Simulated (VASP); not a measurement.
# ScTi3N3 (P4/mmm) in VASP: further runs, part 2 of 2

VASP 6.6.1. The steps go on from the part before.

## Step 5: Single point, PBE (volume scaled by 1.10, then relaxed in part)

Input file INCAR:

```
ALGO = Normal ; EDIFF = 1E-6
ENCUT = 520 ; GGA = PE
ISIF = 2 ; ISMEAR = 0
LASPH = T ; LCHARG = F
LREAL = F ; LWAVE = F
NBANDS = 40 ; NELM = 100
PREC = Accurate ; SIGMA = 0.1
```

Input file KPOINTS:

```
k-points
0
Gamma
  10 10 4
```

Input file POSCAR:

```
ScTi3N3
1.0
    3.1584203114      0.0000000000      0.0000000000
    0.0000000000      3.1584203114      0.0000000000
    0.0000000000      0.0000000000      8.7955589897
Sc Ti N
1 3 3
Direct
    0.0000000000      0.0000000000      0.0000000000
    0.5000000000      0.5000000000      0.7601515671
    0.0000000000      0.0000000000      0.5000000000
    0.5000000000      0.5000000000      0.2398484329
    0.0000000000      0.0000000000      0.7372648741
    0.5000000000      0.5000000000      0.0000000000
    0.0000000000      0.0000000000      0.2627351259
```

Started as:

```console
> cat potpaw_PBE.64/Sc_sv/POTCAR potpaw_PBE.64/Ti_sv/POTCAR potpaw_PBE.64/N/POTCAR > POTCAR
> mpirun -np 1 vasp_std > vasp.out
```

Wall time 4.1 min (1 thread of Intel Xeon Platinum 8259CL at 2.50GHz (Skylake/Cascade Lake), shared host); peak memory 0.32 GiB.

It converged, with:

* Free energy: -65.1180 eV
* Pressure: -15.9 GPa
* Largest force: 0.022 eV/Å
* Band gap on the k mesh: zero (band 31 reaches 8.36 eV, above the bottom of band 32 at 7.63 eV)

Forces in eV/Å, atoms in the order of the input:
```
Sc   0.000  0.000  0.000
Ti   0.000  0.000 -0.022
Ti   0.000  0.000  0.000
Ti   0.000  0.000  0.022
N    0.000  0.000 -0.004
N    0.000  0.000  0.000
N    0.000  0.000  0.004
```

Levels at points of the mesh, in eV from the Fermi level:
```tsv
k point	band 29	band 30	band 31	band 32	band 33	band 34
(0.00, 0.00, 0.00)	-2.22	-1.95	-1.34	-0.37	0.28	0.28
(0.50, 0.00, 0.00)	-0.94	-0.66	-0.46	0.78	1.04	1.48
(0.50, 0.50, 0.00)	-1.79	-1.79	-1.57	0.70	0.70	1.85
(0.00, 0.00, 0.50)	-2.38	-1.80	-1.61	-0.08	0.43	0.43
(0.50, 0.00, 0.50)	-0.94	-0.60	-0.37	0.55	1.20	1.55
(0.50, 0.50, 0.50)	-1.59	-1.59	-1.33	0.37	0.37	1.52
```

## Step 6: Single point, PBE, collinear spin, ferromagnetic start

Input file INCAR:

```
ALGO = Normal
EDIFF = 1E-6
ENCUT = 520
GGA = PE
ISIF = 2
ISMEAR = 0
ISPIN = 2
LASPH = T
LCHARG = F
LMAXMIX = 4
LORBIT = 11
LREAL = F
LWAVE = F
MAGMOM = 0 1 1 1 0 0 0
NBANDS = 44
NELM = 150
PREC = Accurate
SIGMA = 0.15
```

Input file KPOINTS:

```
k-points
0
Gamma
  4 4 2
```

Input file POSCAR:

```
ScTi3N3
1.0
    3.0558275751      0.0000000000      0.0000000000
    0.0000000000      3.0558275751      0.0000000000
    0.0000000000      0.0000000000      8.5421274416
Sc Ti N
1 3 3
Direct
    0.0000000000      0.0000000000      0.0000000000
    0.5000000000      0.5000000000      0.7553771316
    0.0000000000      0.0000000000      0.5000000000
    0.5000000000      0.5000000000      0.2446228684
    0.0000000000      0.0000000000      0.7377453991
    0.5000000000      0.5000000000      0.0000000000
    0.0000000000      0.0000000000      0.2622546009
```

Potentials or basis: VASP PAW PBE potentials, release 64 (Sc_sv, Ti_sv, N).

Started as:

```console
> cat potpaw_PBE.64/Sc_sv/POTCAR potpaw_PBE.64/Ti_sv/POTCAR potpaw_PBE.64/N/POTCAR > POTCAR
> mpirun -np 1 vasp_std > vasp.out
```

OUTCAR:

```text
EDIFF = 1E-6
   ENCUT = 520
   GGA = PE
   ISIF = 2
   ISMEAR = 0
   ISPIN = 2
   LASPH = T
   LORBIT = 11
   LREAL = F
   NELM = 150
   PREC = Accurate

 ion  position               nearest neighbor table
   1  0.000  0.000  0.000-   6 2.16   6 2.16   6 2.16   6 2.16   7 2.24   5 2.24   4 3.01   4 3.01
                             2 3.01   4 3.01   2 3.01   2 3.01   4 3.01   2 3.01
   2  0.500  0.500  0.755-   6 2.09   5 2.17   5 2.17   5 2.17   5 2.17   1 3.01   1 3.01   1 3.01
                             1 3.01
   3  0.000  0.000  0.500-   5 2.03   7 2.03
   4  0.500  0.500  0.245-   6 2.09   7 2.17   7 2.17   7 2.17   7 2.17   1 3.01   1 3.01   1 3.01
                             1 3.01
   5  0.000  0.000  0.738-   3 2.03   2 2.17   2 2.17   2 2.17   2 2.17   1 2.24
   6  0.500  0.500  0.000-   2 2.09   4 2.09   1 2.16   1 2.16   1 2.16   1 2.16
   7  0.000  0.000  0.262-   3 2.03   4 2.17   4 2.17   4 2.17   4 2.17   1 2.24

  LATTYP: Found a simple tetragonal cell.
 ALAT       =     3.0558275751
 C/A-ratio  =     2.7953564891

  Lattice vectors:

 A1 = (   3.0558275751,   0.0000000000,   0.0000000000)
 A2 = (   0.0000000000,   3.0558275751,   0.0000000000)
 A3 = (   0.0000000000,   0.0000000000,   8.5421274416)

Analysis of symmetry for initial positions (statically):
=====================================================================
 Subroutine PRICEL returns:
 Original cell was already a primitive cell.

 Routine SETGRP: Setting up the symmetry group for a
 simple tetragonal supercell.

 Subroutine GETGRP returns: Found 16 space group operations
 (whereof 16 operations were pure point group operations)
 out of a pool of 16 trial point group operations.

The static configuration has the point symmetry D_4h.

Analysis of symmetry for dynamics (positions and initial velocities):
[... 183 lines left out ...]
  band No.  band energies     occupation
      1     -48.6026      1.00000
      2     -48.6008      1.00000
      3     -47.8717      1.00000
      4     -39.7304      1.00000
      5     -24.8187      1.00000
      6     -24.8009      1.00000
[... 541 lines left out ...]
     42      12.3537      0.00000
     43      12.4841      0.00000
 Fermi energy:         9.0008090304

 spin component 2

 k-point     1 :       0.0000    0.0000    0.0000
  band No.  band energies     occupation
      1     -48.6026      1.00000
      2     -48.6008      1.00000
      3     -47.8716      1.00000
      4     -39.7304      1.00000
      5     -24.8186      1.00000
      6     -24.8009      1.00000
[... 541 lines left out ...]
     42      12.3537      0.00000
     43      12.4841      0.00000
 [bands above 43 left out]

------------------------ aborting loop because EDIFF is reached ----------------------------------------

  FORCE on cell =-STRESS in cart. coord.  units (eV):
  Direction    XX          YY          ZZ          XY          YZ          ZX
  --------------------------------------------------------------------------------------
  -------------------------------------------------------------------------------------
  Total        0.2785195      0.2785195      0.3210303      0.0000000      0.0000000      0.0000000
  in kB        5.5942581      5.5942581      6.4481170      0.0000000      0.0000000      0.0000000
  external PRESSURE =       5.8788777 kB  Pullay stress =       0.0000000 kB

 VOLUME and BASIS-vectors are now :
 -----------------------------------------------------------------------------
  energy-cutoff  :      520.00
  volume of cell :       79.77
      direct lattice vectors                 reciprocal lattice vectors
     3.055827575  0.000000000  0.000000000     0.327243595  0.000000000  0.000000000
     0.000000000  3.055827575  0.000000000     0.000000000  0.327243595  0.000000000
     0.000000000  0.000000000  8.542127442     0.000000000  0.000000000  0.117066856

 POSITION                                       TOTAL-FORCE (eV/Angst)
 -----------------------------------------------------------------------------------
      0.00000      0.00000      0.00000         0.000000     -0.000000      0.000000
      1.52791      1.52791      6.45253        -0.000000      0.000000     -0.018352
      0.00000      0.00000      4.27106         0.000000     -0.000000      0.000000
      1.52791      1.52791      2.08960         0.000000      0.000000      0.018352
      0.00000      0.00000      6.30192         0.000000     -0.000000     -0.004536
      1.52791      1.52791      0.00000         0.000000     -0.000000      0.000000
      0.00000      0.00000      2.24021         0.000000     -0.000000      0.004536
 -----------------------------------------------------------------------------------
    total drift:                                0.000000     -0.000000      0.000000

  FREE ENERGIE OF THE ION-ELECTRON SYSTEM (eV)
  ---------------------------------------------------
  free  energy   TOTEN  =       -65.4954633240 eV

  energy  without entropy=      -65.4745774926  energy(sigma->0) =      -65.48502041

 total charge

# of ion       s       p       d       tot
------------------------------------------
    1        2.220   6.301   1.360   9.882
    2        2.178   6.197   1.901  10.276
    3        2.199   6.170   1.899  10.268
    4        2.178   6.197   1.901  10.276
    5        1.249   2.472   0.000   3.721
    6        1.256   2.510   0.000   3.766
    7        1.249   2.472   0.000   3.721
--------------------------------------------------
tot         12.529  32.320   7.060  51.910

 magnetization (x)

# of ion       s       p       d       tot
------------------------------------------
    1        0.000   0.000  -0.000  -0.000
    2        0.000   0.000   0.000   0.000
    3        0.000   0.000   0.000   0.000
    4        0.000   0.000   0.000   0.000
    5       -0.000  -0.000   0.000  -0.000
    6       -0.000  -0.000   0.000  -0.000
    7       -0.000  -0.000   0.000  -0.000
--------------------------------------------------
tot          0.000  -0.000   0.000   0.000
```

OSZICAR:

```text
N       E                     dE             d eps       ncg     rms          rms(c)
DAV:   1     0.861327150213E+03    0.86133E+03   -0.28348E+04  2112   0.170E+03
DAV:   2     0.582828161781E+02   -0.80304E+03   -0.77079E+03  2112   0.555E+02
DAV:   3    -0.691017767330E+02   -0.12738E+03   -0.12260E+03  3228   0.193E+02
DAV:   4    -0.813795731451E+02   -0.12278E+02   -0.12161E+02  3488   0.627E+01
DAV:   5    -0.820591273821E+02   -0.67955E+00   -0.67802E+00  3364   0.117E+01    0.335E+01
DAV:   6    -0.665204831681E+02    0.15539E+02   -0.11448E+02  3152   0.653E+01    0.140E+01
DAV:   7    -0.663788403751E+02    0.14164E+00   -0.25774E+01  3344   0.369E+01    0.103E+01
DAV:   8    -0.656103615181E+02    0.76848E+00   -0.43937E+00  3204   0.136E+01    0.688E+00
DAV:   9    -0.655196013773E+02    0.90760E-01   -0.12937E+00  3104   0.108E+01    0.232E+00
DAV:  10    -0.654967174760E+02    0.22884E-01   -0.34073E-01  3348   0.478E+00    0.117E+00
DAV:  11    -0.654938827421E+02    0.28347E-02   -0.67500E-02  2888   0.209E+00    0.586E-01
DAV:  12    -0.654954645022E+02   -0.15818E-02   -0.13176E-02  3092   0.857E-01    0.152E-01
DAV:  13    -0.654954881646E+02   -0.23662E-04   -0.11852E-03  3372   0.210E-01    0.767E-02
DAV:  14    -0.654954564868E+02    0.31678E-04   -0.16485E-04  3468   0.690E-02    0.272E-02
DAV:  15    -0.654954634899E+02   -0.70031E-05   -0.21051E-05  2880   0.321E-02    0.975E-03
DAV:  16    -0.654954633240E+02    0.16593E-06   -0.33592E-06  2540   0.106E-02
   1 F= -.65495463E+02 E0= -.65485020E+02  d E =-.208858E-01  mag=     0.0003
```

It took 1.8 min on 1 thread of Intel Xeon Platinum 8259CL at 2.50GHz (Skylake/Cascade Lake), shared host; peak memory 0.24 GiB.

What came out:

```
Free energy                                           : -65.4955 eV
Pressure                                              : 0.6 GPa
Largest force                                         : 0.018 eV/Å
Band gap on the k mesh                                : zero (filled and empty bands overlap)
Net moment                                            : 0.00 μB per cell
Valence electrons inside the program's atomic spheres : Sc 9.88; Ti 10.28, 10.27; N 3.72, 3.77
```

Forces on the atoms (eV/Å):
```
Sc   0.000  0.000  0.000
Ti   0.000  0.000 -0.018
Ti   0.000  0.000  0.000
Ti   0.000  0.000  0.018
N    0.000  0.000 -0.005
N    0.000  0.000  0.000
N    0.000  0.000  0.005
```

Stress tensor (GPa, compression positive):
```
0.56 0.00 0.00
0.00 0.56 0.00
0.00 0.00 0.64
```

Caveat: the k points lie up to 0.51 Å⁻¹ apart.

## Step 7: Overview

```tsv
spin	cell	k mesh	smearing	gap on the mesh (eV)	pressure (GPa)	largest force (eV/Å)
off	a = 3.053, b = 3.053, c = 8.555 Å, 7 atoms	8 × 8 × 4	gaussian 0.2 eV	none	0.6	0.07
off	a = 2.924, b = 2.924, c = 8.210 Å, 7 atoms	10 × 10 × 4	gaussian 0.1 eV	none	35.9	0.03
off	a = 3.054, b = 3.054, c = 8.555 Å, 7 atoms	10 × 10 × 4	gaussian 0.1 eV	none	0.6	0.02
off	a = 3.158, b = 3.158, c = 8.796 Å, 7 atoms	10 × 10 × 4	gaussian 0.1 eV	none	-15.9	0.02
collinear, ferromagnetic start	a = 3.056, b = 3.056, c = 8.542 Å, 7 atoms	4 × 4 × 2	gaussian 0.15 eV	none	0.6	0.02
```

Alike in all rows: task single point; level PBE; potentials or basis VASP PAW PBE potentials, release 64 (Sc_sv, Ti_sv, N); cutoff (eV) 520.

Caveats: some runs use coarse meshes.

Absolute energies hang on the potentials; compare differences alone.
